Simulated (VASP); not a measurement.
Here is a VASP 6.6.1 calculation.

The input INCAR:

```
PREC = Accurate
ENCUT = 500
EDIFF = 1E-7
ISMEAR = 0
SIGMA = 0.05
LREAL = False
LASPH = True
NELM = 120
ALGO = Normal
ISIF = 3
LWAVE = False
LCHARG = False
GGA = CA
IBRION = 2
NSW = 60
EDIFFG = -0.01
PSTRESS = 600.0
GGA_COMPAT = False
NELMIN = 4
```

KPOINTS

```
regular mesh
0
Gamma
  7 7 7
```

POSCAR

```
Pd
1.0
    0.0000000000      2.6750000000      2.6750000000
    2.6750000000      0.0000000000      2.6750000000
    2.6750000000      2.6750000000      0.0000000000
Pd
2
Direct
    1.0000000000      1.0000000000      1.0000000000
    0.2500000000      0.2500000000      0.2500000000
```

Potentials or basis: VASP PAW LDA potentials, release 64 (Pd).

Launch:

```console
$ cat potpaw_LDA.64/Pd/POTCAR > POTCAR
$ mpirun -np 1 vasp_std > vasp.out
```

(1) What does it give for the space group after relaxing (to 0.1 Å)?

(2) Estimate the relaxed cell.

(3) Predict the relaxed volume.

Results:

(1) Fd-3m (No. 227).

(2) a = 3.590 Å, b = 3.590 Å, c = 3.590 Å, α = 60.00°, β = 60.00°, γ = 60.00°.

(3) 16.36 Å³/atom.

Caveat: the cell is relaxed towards a set pressure, so the run minimises the enthalpy, not the energy.
